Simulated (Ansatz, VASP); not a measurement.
# CdI2 in VASP and in Ansatz

Contents of INCAR:

```
SYSTEM = CdI2
PREC = Accurate
ENCUT = 500
EDIFF = 1E-6
ISMEAR = 1
SIGMA = 0.05
LREAL = .FALSE.
LASPH = .TRUE.
NELM = 120
ALGO = Normal
ISIF = 2
LWAVE = .FALSE.
LCHARG = .TRUE.
GGA = PS
LELF = .TRUE.
LVHAR = .TRUE.
NBANDS = 20
GGA_COMPAT = .FALSE.
```

File KPOINTS:

```
regular mesh
0
G
  6 6 4
  0 0 0
```

POSCAR

```
CdI2
1.0
    4.2470087284      0.0000000000      0.0000000000
   -2.1235043642      3.6780174489      0.0000000000
    0.0000000000      0.0000000000      6.8950251473
Cd I
1 2
Direct
    0.0000000000      0.0000000000      0.0000000000
    0.3333333333      0.6666666667      0.2493934756
    0.6666666667      0.3333333333      0.7506065244
```

Input for Ansatz:

```yaml
crystal:
  lattice:
    - [4.2470087284, 0.0, 0.0]
    - [-2.1235043642, 3.6780174489, 0.0]
    - [0.0, 0.0, 6.8950251473]
  atoms:
    - { symbol: Cd, position: [0.0, 0.0, 0.0] }
    - { symbol: I, position: [0.3333333333, 0.6666666667, 0.2493934756] }
    - { symbol: I, position: [0.6666666667, 0.3333333333, 0.7506065244] }
kpoints:
  mp_grid: { grid: [6, 6, 4] }
hamiltonian:
  xc: pbesol
scf:
  occupations: { method: cold, width: 0.05 }
  n_extra_bands: 4
output:
  forces: true
  stress: true
  eigenvalues: true
```

Alike in both runs: task single point; functional PBEsol; k mesh 6 × 6 × 4; no spin polarisation.

|  | VASP | Ansatz |
| --- | --- | --- |
| version | VASP 6.6.1 | Ansatz 0.2.0 |
| potentials or method | VASP PAW PBE potentials, release 64 (Cd, I) | plane waves |
| plane-wave cutoff (eV) | 500 | 420 |
| occupations | methfessel-paxton of order 1, width 0.05 eV | cold, width 0.05 eV |
| valence electrons in the cell | 26 | 54 |

```csv
,VASP,Ansatz,Ansatz less VASP
gap on the k mesh at the Fermi level (eV),2.29,2.30,+0.006
pressure (GPa),-0.5,-0.6,-0.12
rms of the force components (eV/Å),0.058,0.070,+0.0118
```

VASP's potentials were made for PBE, not for PBEsol. Atom by atom the forces differ by 0.012 eV/Å (rms over components). VASP's potentials hold 26 valence electrons a cell and Ansatz's 54, so a difference there can come from the potentials and not from the codes.

Spin-orbit coupling is off throughout.
